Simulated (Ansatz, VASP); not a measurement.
Two plane-wave programs on Bi

```xyz
2
Lattice="2.2673 1.3090 4.1167 -2.2673 1.3090 4.1167 0.0000 -2.6180 4.1167" Properties=species:S:1:pos:R:3 pbc="T T T"
Bi    0.0000    0.0000    2.8616
Bi    0.0000    0.0000    9.4884
```

Alike in both runs: task single point; functional r2SCAN; k mesh 9 × 9 × 9; occupations methfessel-paxton of order 1, width 0.2 eV; no spin polarisation.

|  | VASP | Ansatz |
| --- | --- | --- |
| version | VASP 6.6.1 | Ansatz 0.2.0 |
| potentials or method | VASP PAW PBE potentials, release 64 (Bi_d), cutoff 520 eV | plane waves (500 eV) with PAW, scalar-relativistic |
| valence electrons in the cell | 30 | 30 |

|  | VASP | Ansatz | Ansatz less VASP |
| --- | --- | --- | --- |
| pressure (GPa) | 0.0 | 0.0 | +0.04 |

VASP's potentials were made for PBE, not for r2SCAN.

Neither program's run includes spin-orbit coupling.
